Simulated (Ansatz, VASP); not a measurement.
# As in VASP and in Ansatz

The input INCAR:

```
PREC     = Accurate       # precision mode
ENCUT    = 520            # plane-wave cutoff, eV
EDIFF    = 1E-6           # SCF threshold, eV
ISMEAR   = 0              # smearing method
SIGMA    = 0.02           # smearing width, eV
LREAL    = False          # projectors in reciprocal space
LASPH    = True           # aspherical terms in the spheres
NELM     = 80             # most SCF steps
ALGO     = Normal         # electronic algorithm
ISIF     = 2              # what is computed and relaxed
LWAVE    = False          # write WAVECAR
LCHARG   = False          # write CHGCAR
LDIPOL   = True         
IDIPOL   = 3            
DIPOL    = 0.5 0.5 0.500
GGA      = PE             # functional
NBANDS   = 12             # bands
```

Contents of KPOINTS:

```
regular mesh
0
Gamma
  9 9 1
```

File POSCAR:

```
As
1.0
    3.5550000000      0.0000000000      0.0000000000
   -1.7775000000      3.0787203105      0.0000000000
    0.0000000000      0.0000000000     28.0000000000
As
2
Direct
    0.3333333333      0.6666666667      0.5212857143
    0.6666666667      0.3333333333      0.4787142857
```

Input for Ansatz:

```yaml
crystal:
  lattice:
    - [3.555, 0.0, 0.0]
    - [-1.7775, 3.0787203105, 0.0]
    - [0.0, 0.0, 28.0]
  atoms:
    - { symbol: As, position: [0.3333333333, 0.6666666667, 0.5212857143] }
    - { symbol: As, position: [0.6666666667, 0.3333333333, 0.4787142857] }
  periodic: [true, true, false]
basis:
  ecutwfc: 420
kpoints:
  mp_grid: { grid: [9, 9, 1] }
hamiltonian:
  xc: pbe
scf:
  occupations: { method: gaussian, width: 0.02 }
output:
  forces: true
  stress: true
  eigenvalues: true
```

Alike in both runs: task single point; functional PBE; k mesh 9 × 9 × 1; occupations gaussian, width 0.02 eV; no spin polarisation.

|  | VASP | Ansatz |
| --- | --- | --- |
| version | VASP 6.6.1 | Ansatz 0.2.0 |
| potentials or method | VASP PAW PBE potentials, release 64 (As), cutoff 520 eV | scalar-relativistic, plane waves, PAW |
| valence electrons in the cell | 10 | 30 |

|  | VASP | Ansatz | Ansatz less VASP |
| --- | --- | --- | --- |
| gap on the k mesh at the Fermi level (eV) | 1.36 | 1.42 | +0.064 |
| least direct gap on the mesh (eV) | 1.50 | 1.56 | +0.067 |
| rms of the force components (eV/Å) | 1.831 | 1.741 | -0.0898 |

Atom by atom the forces differ by 0.090 eV/Å (rms over components). VASP's potentials hold 10 valence electrons a cell and Ansatz's 30, so a difference there can come from the potentials and not from the codes.
